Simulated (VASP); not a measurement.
# LiTi12 (a cell with a defect) in VASP: single point with PBE

Aim: the single point of LiTi12 (a cell with a defect) with PBE.

Program: VASP 6.6.1. These are calculated values, not measurements. Logs are shortened: lines on timing, memory, paths and dates and some standing lists are left out, and cuts for length are marked.

## 1. The cell of the first run

The cell holds a defect, 13 atoms: a = 5.900 Å, b = 8.850 Å, c = 4.685 Å, α = 90.00°, β = 90.00°, γ = 120.00°.

## 2. Single point, PBE

Input file INCAR:

```
PREC     = Accurate       # precision mode
ENCUT    = 520            # plane-wave cutoff, eV
EDIFF    = 1E-6           # SCF threshold, eV
ISMEAR   = -1             # smearing method
SIGMA    = 0.05           # smearing width, eV
LREAL    = F              # projectors in reciprocal space
LASPH    = T              # aspherical terms in the spheres
NELM     = 100            # most SCF steps
ALGO     = Normal         # electronic algorithm
ISIF     = 2              # what is computed and relaxed
LWAVE    = F              # write WAVECAR
LCHARG   = F              # write CHGCAR
GGA      = PE             # functional
NBANDS   = 86             # bands
```

Input file KPOINTS:

```
Automatic mesh
0
Gamma
  3 2 4
```

Input file POSCAR:

```
LiTi12
1.0
    5.9000000000      0.0000000000      0.0000000000
   -4.4250000000      7.6643250000      0.0000000000
    0.0000000000      0.0000000000      4.6846000000
Ti Li
12 1
Direct
    0.0066049693     -0.0003095332      0.0237656217
    0.1420703936      0.1866213668      0.5296863412
   -0.0422825968      0.3120435668     -0.0628421898
    0.1498494527      0.5733263903      0.5629466735
   -0.0073019187      0.6574725197      0.0682992765
    0.1602742269      0.8861857210      0.5359166322
    0.5056052195      0.0023715556     -0.0357940689
    0.6703913648      0.2306283173      0.4320530773
    0.5151567827      0.3137222327     -0.0630458981
    0.7049888372      0.5762683826      0.5637421902
    0.5239539875      0.7042515885     -0.0288731764
    0.6605391821      0.8898499792      0.4770643661
    0.3351717992      0.4443698126      0.2437138545
```

Potentials or basis: VASP PAW PBE potentials, release 64 (Ti_sv, Li_sv).

Launch:

```
$ cat potpaw_PBE.64/Ti_sv/POTCAR potpaw_PBE.64/Li_sv/POTCAR > POTCAR
$ mpirun -np 1 vasp_std > vasp.out
```

OUTCAR:

```text
PREC = Accurate
   ENCUT = 520
   EDIFF = 1E-6
   ISMEAR = -1
   LREAL = F
   LASPH = T
   NELM = 100
   ISIF = 2
   GGA = PE

 ion  position               nearest neighbor table
   1  0.007  1.000  0.024-   2 2.72  11 2.75  12 2.76   2 2.77   6 2.82   6 2.92
   2  0.142  0.187  0.530-  13 2.39   3 2.70   9 2.70   6 2.71   1 2.72  12 2.75   1 2.77
   3  0.958  0.312  0.937-  13 2.41   9 2.62   4 2.66   2 2.70   7 2.71   8 2.75   8 2.79
   4  0.150  0.573  0.563-  13 2.45  10 2.64   3 2.66  11 2.70   5 2.73   6 2.74   5 2.78
   5  0.993  0.657  0.068-   4 2.73  10 2.75   4 2.78  10 2.79   6 2.81
   6  0.160  0.886  0.536-   7 2.67   2 2.71  10 2.72   4 2.74   5 2.81   1 2.82   1 2.92
   7  0.506  0.002  0.964-   6 2.67  11 2.69   3 2.71   9 2.73   8 2.80  12 2.82  12 2.92
   8  0.670  0.231  0.432-   9 2.73   3 2.75   9 2.77   3 2.79   7 2.80
   9  0.515  0.314  0.937-  13 2.40   3 2.62  10 2.67   2 2.70   8 2.73   7 2.73   8 2.77
  10  0.705  0.576  0.564-  13 2.41   4 2.64   9 2.67  11 2.70   6 2.72   5 2.75   5 2.79
  11  0.524  0.704  0.971-  13 2.37   7 2.69  10 2.70   4 2.70  12 2.72   1 2.75  12 2.76
  12  0.661  0.890  0.477-  11 2.72   2 2.75   1 2.76  11 2.76   7 2.82   7 2.92
  13  0.335  0.444  0.244-  11 2.37   2 2.39   9 2.40   3 2.41  10 2.41   4 2.45

  LATTYP: Found a simple monoclinic cell.
 ALAT       =     5.9000000000
 B/A-ratio  =     0.7940000000
 C/A-ratio  =     1.3228756849
 COS(beta)  =    -0.1889822323

  Lattice vectors:

 A1 = (   5.9000000000,   0.0000000000,   0.0000000000)
 A2 = (   0.0000000000,   0.0000000000,   4.6846000000)
 A3 = (  -1.4750000000,  -7.6643250000,   0.0000000000)

Analysis of symmetry for initial positions (statically):
=====================================================================
 Subroutine PRICEL returns:
 Original cell was already a primitive cell.

 Routine SETGRP: Setting up the symmetry group for a
 simple monoclinic supercell.

 Subroutine GETGRP returns: Found  1 space group operations
 (whereof  1 operations were pure point group operations)
 out of a pool of  4 trial point group operations.

The static configuration has the point symmetry C_1 .

Analysis of symmetry for dynamics (positions and initial velocities):
=====================================================================
 Subroutine PRICEL returns:
 Original cell was already a primitive cell.

 Routine SETGRP: Setting up the symmetry group for a
 simple monoclinic supercell.

 Subroutine GETGRP returns: Found  1 space group operations
 (whereof  1 operations were pure point group operations)
 out of a pool of  4 trial point group operations.

The dynamic configuration has the point symmetry C_1 .

 Subroutine INISYM returns: Found  1 space group operations
 (whereof  1 operations are pure point group operations),
 and found     1 'primitive' translations

----------------------------------------------------------------------------------------

                                     Primitive cell

  volume of cell :     211.8354

  direct lattice vectors                    reciprocal lattice vectors
     5.900000000  0.000000000  0.000000000     0.169491525  0.097855976  0.000000000
    -4.425000000  7.664325000  0.000000000     0.000000000  0.130474634  0.000000000
     0.000000000  0.000000000  4.684600000     0.000000000  0.000000000  0.213465397

  length of vectors
     5.900000000  8.850000153  4.684600000     0.195711955  0.130474634  0.213465397

  position of ions in fractional coordinates (direct lattice)
     0.006604969  0.999690467  0.023765622
     0.142070394  0.186621367  0.529686341
     0.957717403  0.312043567  0.937157810
     0.149849453  0.573326390  0.562946674
     0.992698081  0.657472520  0.068299276
     0.160274227  0.886185721  0.535916632
     0.505605219  0.002371556  0.964205931
     0.670391365  0.230628317  0.432053077
     0.515156783  0.313722233  0.936954102
     0.704988837  0.576268383  0.563742190
     0.523953988  0.704251589  0.971126824
     0.660539182  0.889849979  0.477064366
     0.335171799  0.444369813  0.243713855

  ion indices of the primitive-cell ions
   primitive index   ion index
                 1           1
                 2           2
                 3           3
[... 25 lines left out ...]

  Length of vectors
     0.065237318  0.065237317  0.053366349

  Shift w.r.t. Gamma in fractional coordinates (k-lattice)
     0.000000000  0.000000000  0.000000000

 -----------------------------------------------------------------------------
|                                                                             |
|           W    W    AA    RRRRR   N    N  II  N    N   GGGG   !!!           |
|           W    W   A  A   R    R  NN   N  II  NN   N  G    G  !!!           |
|           W    W  A    A  R    R  N N  N  II  N N  N  G       !!!           |
|           W WW W  AAAAAA  RRRRR   N  N N  II  N  N N  G  GGG   !            |
|           WW  WW  A    A  R   R   N   NN  II  N   NN  G    G                |
|           W    W  A    A  R    R  N    N  II  N    N   GGGG   !!!           |
|                                                                             |
|     Your reciprocal lattice and k-lattice belong to different lattice       |
|     classes:                                                                |
|                                                                             |
|        The reciprocal lattice is simple monoclinic,                         |
|        whereas your k-lattice is hexagonal.                                 |
|                                                                             |
|     Results are often still useful ...                                      |
|                                                                             |
 -----------------------------------------------------------------------------

 Subroutine IBZKPT returns following result:
 ===========================================

 Found     14 irreducible k-points:

 Following reciprocal coordinates:
            Coordinates               Weight
  0.000000  0.000000  0.000000      1.000000
  0.333333 -0.000000  0.000000      2.000000
  0.000000  0.500000  0.000000      1.000000
  0.333333  0.500000  0.000000      2.000000
  0.000000  0.000000  0.250000      2.000000
  0.333333 -0.000000  0.250000      2.000000
 -0.333333  0.000000  0.250000      2.000000
  0.000000  0.500000  0.250000      2.000000
  0.333333  0.500000  0.250000      2.000000
 -0.333333  0.500000  0.250000      2.000000
  0.000000  0.000000  0.500000      1.000000
  0.333333 -0.000000  0.500000      2.000000
  0.000000  0.500000  0.500000      1.000000
  0.333333  0.500000  0.500000      2.000000
   k-points           NKPTS =     14   k-points in BZ     NKDIM =     14   number of bands    NBANDS=     86
   number of dos      NEDOS =    301   number of ions     NIONS =     13
   total plane-waves  NPLWV = 120960
   dimension x,y,z NGX =    48 NGY =   70 NGZ =   36
   dimension x,y,z NGXF=    96 NGYF=  140 NGZF=   72
   ions per type =              12   1
   NGX,Y,Z   is equivalent  to a cutoff of  13.53, 13.15, 12.78 a.u.
   NGXF,Y,Z  is equivalent  to a cutoff of  27.05, 26.30, 25.55 a.u.
 SYSTEM =  unknown system
   PREC   = accura    normal or accurate (medium, high low for compatibility)
   ISTART =      0    job   : 0-new  1-cont  2-samecut
   ICHARG =      2    charge: 1-file 2-atom 10-const
   ISPIN  =      1    spin polarized calculation?
   LNONCOLLINEAR =      F non collinear calculations
   LSORBIT =      F    spin-orbit coupling
   LASPH  =      T    aspherical Exc in radial PAW
   ENCUT  =  520.0 eV  38.22 Ry    6.18 a.u.  10.97 16.46  8.71*2*pi/ulx,y,z
   NELM   =    100;   NELMIN=  2; NELMDL= -5     # of ELM steps
   EDIFF  = 0.1E-05   stopping-criterion for ELM
   LREAL  =      F    real-space projection
   EDIFFG = 0.1E-04   stopping-criterion for IOM
   NSW    =      0    number of steps for IOM
   IBRION =     -1    ionic relax: 0-MD 1-quasi-New 2-CG
   NFREE  =      0    steps in history (QN), initial steepest desc. (CG)
   ISIF   =      2    stress and relaxation
   ISYM   =      2    0-nonsym 1-usesym 2-fastsym
   POTIM  = 0.5000    time-step for ionic-motion
   TEBEG  =    0.0;   TEEND  =   0.0 temperature during run
   PSTRESS=    0.0 pullay stress
   NELECT =     147.0000    total number of electrons
   NUPDOWN=      -1.0000    fix difference up-down
   EMIN   =  10.00;   EMAX   =-10.00  energy-range for DOS
   EFERMI =   0.00;   METHOD = LEGACY
   ISMEAR =    -1;   SIGMA  =   0.05  broadening in eV -4-tet -1-fermi 0-gaus
   EFERMI_NEDOS =   21; number of points for ismear=-14 and -15
   IALGO  =     38    algorithm
   IMIX   =      4    mixing-type and parameters
     AMIX     =   0.40;   BMIX     =  1.00
     AMIX_MAG =   1.60;   BMIX_MAG =  1.00
  volume/ion in A,a.u.               =      16.30       109.96
  Fermi-wavevector in a.u.,A,eV,Ry     =   1.449376  2.738924 28.581642  2.100691
  Thomas-Fermi vector in A             =   2.567110
   LORBIT       =      0    0 simple, 1 ext, 2 COOP (PROOUT), +10 PAW based schemes
   GGA     = PE    functional components
   LHFCALC =     F    Hartree Fock is set to
   AEXX    =    0.0000 exact exchange contribution
   IVDW    =     0    specifies the selected vdW correction
   LEPSILON=     F    determine dielectric tensor
   LRPA    =     F    only Hartree local field effects (RPA)
 non-spin polarized calculation
  energy-cutoff  :      520.00
  volume of cell :      211.84
 maximum number of plane-waves:      5706
 NGX is ok and might be reduce to    48
   NGX = 21   NGY = 33   NGZ = 17

 number of electron     147.0000010 magnetization

 Free energy of the ion-electron system (eV)
  ---------------------------------------------------
  ext. energy  EPLUGINS =         0.00000000
  ---------------------------------------------------
  free energy    TOTEN  =       -93.50371272 eV

  energy without entropy =      -93.38419717  energy(sigma->0) =      -93.44395495

 E-fermi :   8.2585     XC(G=0): -11.5076

 val. band max:        8.2362954831   @ k =   0.0000   0.5000   0.5000
 cond. band min:       8.2628702274   @ k =   0.0000   0.0000   0.5000
 fundamental gap:      0.0265747443
 Fermi energy:         8.2584569561

 k-point     1 :       0.0000    0.0000    0.0000
  band No.  band energies     occupation
      1     -48.4376      2.00000
      2     -48.4003      2.00000
      3     -48.3626      2.00000
      4     -48.3007      2.00000
      5     -48.2507      2.00000
      6     -48.2426      2.00000
[... 1221 lines left out ...]
     84       9.1866      0.00000
     85       9.3359      0.00000
 [bands above 85 left out]

------------------------ aborting loop because EDIFF is reached ----------------------------------------

  FORCE on cell =-STRESS in cart. coord.  units (eV):
  Direction    XX          YY          ZZ          XY          YZ          ZX
  --------------------------------------------------------------------------------------
  -------------------------------------------------------------------------------------
  Total        4.5012873      6.7717063     10.9564072      0.2286925      0.8254158     -0.0040287
  in kB       34.0446501     51.2165427     82.8667506      1.7296731      6.2428794     -0.0304701
  external PRESSURE =      56.0426478 kB  Pullay stress =       0.0000000 kB

 VOLUME and BASIS-vectors are now :
 -----------------------------------------------------------------------------
  energy-cutoff  :      520.00
  volume of cell :      211.84
      direct lattice vectors                 reciprocal lattice vectors
     5.900000000  0.000000000  0.000000000     0.169491525  0.097855976  0.000000000
    -4.425000000  7.664325000  0.000000000     0.000000000  0.130474634  0.000000000
     0.000000000  0.000000000  4.684600000     0.000000000  0.000000000  0.213465397

 POSITION                                       TOTAL-FORCE (eV/Angst)
 -----------------------------------------------------------------------------------
     -4.38466      7.66195      0.11133        -0.003826      0.026074     -0.009342
      0.01242      1.43033      2.48137        -0.016898     -0.013882     -0.004052
      4.26974      2.39160      4.39021        -0.012312     -0.020511     -0.018534
     -1.65286      4.39416      2.63718        -0.011705      0.031355     -0.022894
      2.94760      5.03908      0.31995         0.042256      0.032675      0.025126
     -2.97575      6.79202      2.51056         0.011829     -0.050430      0.020108
      2.97258      0.01818      4.51692        -0.011828      0.029505     -0.023401
      2.93478      1.76761      2.02400        -0.017996     -0.015046     -0.023371
      1.65120      2.40447      4.38926         0.045932     -0.031465     -0.013758
      1.60945      4.41671      2.64091         0.046696      0.020430      0.053982
     -0.02498      5.39761      4.54934        -0.003842      0.000632      0.002707
     -0.04040      6.82010      2.23486        -0.023719     -0.024453      0.012460
      0.01118      3.40579      1.14170        -0.044586      0.015116      0.000968
 -----------------------------------------------------------------------------------
    total drift:                               -0.000446      0.000145     -0.000337

  FREE ENERGIE OF THE ION-ELECTRON SYSTEM (eV)
  ---------------------------------------------------
  free  energy   TOTEN  =       -93.5037127222 eV

  energy  without entropy=      -93.3841971718  energy(sigma->0) =      -93.44395495
```

Wall time 12 min (1 thread of Intel Xeon 8259CL, shared host); peak memory 0.43 GiB.

Results:

- Free energy: -93.5037 eV
- Largest force: 0.074 eV/Å
- Band gap on the k mesh: zero (an odd number of electrons rules out a gap without spin polarisation)

Forces on the atoms (eV/Å):
```
Ti  -0.004  0.026 -0.009
Ti  -0.017 -0.014 -0.004
Ti  -0.012 -0.021 -0.019
Ti  -0.012  0.031 -0.023
Ti   0.042  0.033  0.025
Ti   0.012 -0.050  0.020
Ti  -0.012  0.030 -0.023
Ti  -0.018 -0.015 -0.023
Ti   0.046 -0.031 -0.014
Ti   0.047  0.020  0.054
Ti  -0.004  0.001  0.003
Ti  -0.024 -0.024  0.012
Li  -0.045  0.015  0.001
```

Caveat: the k points lie up to 0.41 Å⁻¹ apart, too coarse for converged energies and pressures of a metal; the cutoff is under 1.25 times the usual one of these potentials, so pressure, stress and relaxed cells hold a basis-set (Pulay) error.
